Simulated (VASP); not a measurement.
Runs of VASP 6.6.1 on Na. The structure is that of space group P6_3/mmc (No. 194), or close to it. The cells are those of the table. This isn't the form of Na at room conditions, which is bcc.

```tsv
cell	gap on the mesh (eV)	pressure (GPa)
a = 3.057, b = 3.057, c = 5.003 Å, angles 90.0, 90.0, 120.0°, 2 atoms	none	15.0
a = 3.268, b = 3.268, c = 5.350 Å, angles 90.0, 90.0, 120.0°, 2 atoms	none	(b)
a = 3.541, b = 3.541, c = 5.791 Å, angles 90.0, 90.0, 120.0°, 2 atoms	none	(a)
a = 3.172, b = 3.172, c = 5.192 Å, angles 90.0, 90.0, 120.0°, 2 atoms	none	10.1
a = 3.404, b = 3.404, c = 5.568 Å, angles 90.0, 90.0, 120.0°, 2 atoms	none	4.0
a = 3.634, b = 3.634, c = 5.941 Å, angles 90.0, 90.0, 120.0°, 2 atoms	none	1.0
```

Alike in all rows: task single point; level r2SCAN; potentials or basis VASP PAW PBE potentials, release 64 (Na_pv); no spin polarisation; k mesh 14 × 14 × 8; cutoff (eV) 520; smearing fermi-dirac 0.08 eV.

Fill in the values left out.

(a) 2.0; (b) 7.1.

Caveats: the PAW data sets were made with another functional, which shifts forces and pressure a little; the cell stands under pressure (at least some runs).

A gap of «none» marks levels without a gap at the run's occupations.
